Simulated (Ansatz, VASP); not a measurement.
HgTe in VASP and in Ansatz

Contents of POSCAR:

```
HgTe
1.0
   -3.0251620955      3.0251620955      1.5489438457
    3.0251620955     -3.0251620955      1.5489438457
    3.0251620955      3.0251620955     -1.5489438457
Hg Te
1 1
Direct
    0.2500000000      0.7500000000      0.5000000000
    0.0000000000      0.0000000000      0.0000000000
```

INCAR.step1

```
SYSTEM = HgTe
PREC = Accurate
ENCUT = 520
ISMEAR = -1
SIGMA = 0.1
LREAL = .False.
LASPH = .True.
NELM = 80
NBANDS = 16
GGA = PE
ALGO = Normal
EDIFF = 1E-4
LWAVE = .True.
LCHARG = .False.
```

File INCAR.step2:

```
SYSTEM = HgTe
PREC = Accurate
ENCUT = 520
EDIFF = 1E-6
ISMEAR = -1
SIGMA = 0.1
LREAL = .False.
LASPH = .True.
NELM = 80
ALGO = Normal
ISIF = 2
LWAVE = .False.
LCHARG = .True.
METAGGA = R2SCAN
LMIXTAU = .True.
LELF = .True.
LVHAR = .True.
NBANDS = 16
ISTART = 1
```

Contents of KPOINTS:

```
regular mesh
0
Gamma
  8 8 8
  0 0 0
```

Input for Ansatz:

```yaml
crystal:
  lattice:
    - [-3.025162095513066, 3.025162095513066, 1.5489438457225153]
    - [3.025162095513066, -3.025162095513066, 1.5489438457225153]
    - [3.025162095513066, 3.025162095513066, -1.5489438457225153]
  atoms:
    - { symbol: Hg, position: [0.25, 0.75, 0.5] }
    - { symbol: Te, position: [0.0, 0.0, 0.0] }
basis:
  ecutwfc: 600.0
kpoints:
  mp_grid:
    grid: [8, 8, 8]
hamiltonian:
  xc: r2scan
  pseudopotentials:
    kind: paw
scf:
  occupations:
    method: fermi_dirac
    width: 0.1
output:
  stress: true
```

Alike in both runs: task single point; functional r2SCAN; k mesh 8 × 8 × 8; occupations fermi-dirac, width 0.1 eV; no spin polarisation.

|  | VASP | Ansatz |
| --- | --- | --- |
| version | VASP 6.6.1 | Ansatz 0.2.0 |
| potentials or method | VASP PAW PBE potentials, release 64 (Hg, Te), cutoff 520 eV | plane waves, PAW |
| valence electrons in the cell | 18 | 36 |

Ansatz gave:

```
pressure (GPa)                                                : -0.5
traceless stress, the component that is largest in VASP (GPa) : 0.76
```

Problem. Estimate VASP's values.

Solution. Pressure (GPa): -0.4; traceless stress, the component that is largest in VASP (GPa): 0.80.

VASP's potentials were made for PBE, not for r2SCAN. With one functional, cell and mesh, what is left measures potentials, basis and numerics. VASP's potentials hold 18 valence electrons a cell and Ansatz's 36, so a difference there can come from the potentials and not from the codes.

Spin-orbit coupling is off throughout.
